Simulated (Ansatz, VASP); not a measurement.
TaN: VASP beside Ansatz

Contents of INCAR:

```
PREC     = Accurate       # precision mode
ENCUT    = 700            # plane-wave cutoff, eV
EDIFF    = 1E-7           # SCF threshold, eV
ISMEAR   = -1             # smearing method
SIGMA    = 0.05           # smearing width, eV
LREAL    = F              # projectors in reciprocal space
LASPH    = T              # aspherical terms in the spheres
NELM     = 120            # most SCF steps
ALGO     = Normal         # electronic algorithm
ISIF     = 3              # what is computed and relaxed
LWAVE    = F              # write WAVECAR
LCHARG   = F              # write CHGCAR
GGA      = B5             # functional
ALDAX    = 1.0          
AGGAX    = 1.0          
AGGAC    = 1.0          
ALDAC    = 0.0          
IBRION   = 2              # ionic algorithm
NSW      = 60             # ionic steps
EDIFFG   = -0.01          # ionic threshold
GGA_COMPAT= F            
NELMIN   = 4
```

File KPOINTS:

```
Automatic mesh
0
Gamma
  9 9 9
```

The input POSCAR:

```
TaN
1.0
    0.0000000000      2.4911437700      2.4911437700
    2.4911437700      0.0000000000      2.4911437700
    2.4911437700      2.4911437700      0.0000000000
Ta N
1 1
Direct
    0.0000000000      0.0000000000      0.0000000000
    0.2500000000      0.2500000000      0.2500000000
```

input.yaml

```yaml
crystal:
  lattice:
    - [0.0, 2.49114377, 2.49114377]
    - [2.49114377, 0.0, 2.49114377]
    - [2.49114377, 2.49114377, 0.0]
  atoms:
    - { symbol: Ta, position: [0.0, 0.0, 0.0] }
    - { symbol: "N", position: [0.25, 0.25, 0.25] }
hamiltonian:
  xc: blyp
  pseudopotentials: { kind: paw }
kpoints:
  mp_grid: { grid: [9, 9, 9] }
scf:
  occupations: { method: fermi_dirac, width: 0.05 }
output:
  forces: true
  stress: true
  eigenvalues: true
relax:
  f_tol: 0.01
  max_steps: 40
  cell: { stress_tol: 0.05 }
```

Alike in both runs: task relaxation of cell and atoms; functional BLYP; k mesh 9 × 9 × 9; occupations fermi-dirac, width 0.05 eV; no spin polarisation.

|  | VASP | Ansatz |
| --- | --- | --- |
| version | VASP 6.6.1 | Ansatz 0.2.0 |
| potentials or method | VASP PAW PBE potentials, release 64 (Ta_sv_GW, N) | Ansatz PAW |
| plane-wave cutoff (eV) | 700 | 420 |
| valence electrons in the cell | 18 | 18 |

Ansatz gave:

```
gap on the k mesh at the Fermi level, each at its own relaxed structure (eV)  : none
relaxed volume (Å³/atom)                                                      : 13.90
relaxed length of the cell vector where the two differ most in proportion (Å) : 3.400
```

Question: What did VASP give for the same quantities?

Answer: gap on the k mesh at the Fermi level, each at its own relaxed structure (eV): none; relaxed volume (Å³/atom): 13.93; relaxed length of the cell vector where the two differ most in proportion (Å): 3.403.

VASP's potentials were made for PBE, not for BLYP. A gap of «none» marks a metal or a gap that the smearing closes.

Spin-orbit coupling is off throughout. Noted on Ansatz's run: the plane-wave basis is chosen anew once the cell has moved, so the energies of steps on either side of that aren't comparable.
